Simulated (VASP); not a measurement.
**BeS: elastic constants with PBEsol**

Crystal: BeS.

```
Be S
1.0
     0.00000    2.41896    2.41896
     2.41896    0.00000    2.41896
     2.41896    2.41896    0.00000
Be S
1 1
Direct
  0.00000 0.00000 0.00000
  0.75000 0.75000 0.75000
```

```json
{
  "Program": "VASP 6.6.1",
  "Task": "elastic constants",
  "Functional": "PBEsol",
  "Potentials or basis": "VASP PAW PBE potentials, release 64 (Be, S)",
  "Cutoff": "600 eV",
  "k mesh": "8 × 8 × 8",
  "Occupations": "gaussian, width 0.01 eV",
  "Spin": "no spin polarisation",
  "Dipole correction": "no",
  "Ions in elastic constants": "relaxed",
  "Further INCAR settings": "ALGO = Normal; EDIFF = 1e-08; IBRION = 6; POTIM = 0.015; NSW = 1; ISIF = 3"
}
```

```yaml
Elastic_constants_C11_C12_C44: 160, 66, 83 GPa
Voigt_bulk_modulus: 97 GPa
Highest_phonon_frequency_at_Γ_LO-TO_splitting_left_out: 577 cm⁻¹
```

Phonon frequencies in cm⁻¹ (negative: imaginary):
| q point | frequencies |
| --- | --- |
| (0.000, 0.000, 0.000) | 0 0 0 577 577 577 |

Elastic tensor in Voigt notation (GPa, in the Cartesian axes of the cell as first typed):
```
160  66  66   0   0   0
 66 160  66   0   0   0
 66  66 160   0   0   0
  0   0   0  83   0   0
  0   0   0   0  83   0
  0   0   0   0   0  83
```

Clamped-ion elastic tensor (GPa):
```
160  66  66   0   0   0
 66 160  66   0   0   0
 66  66 160   0   0   0
  0   0   0  99   0   0
  0   0   0   0  99   0
  0   0   0   0   0  99
```

Wall time 2.3 min on 1 thread of AMD EPYC 9R45 96-Core Processor (Zen 5), on a shared host, peak memory 0.2 GiB.

Caveat: the PAW data sets were made with another functional, which shifts forces and pressure a little.
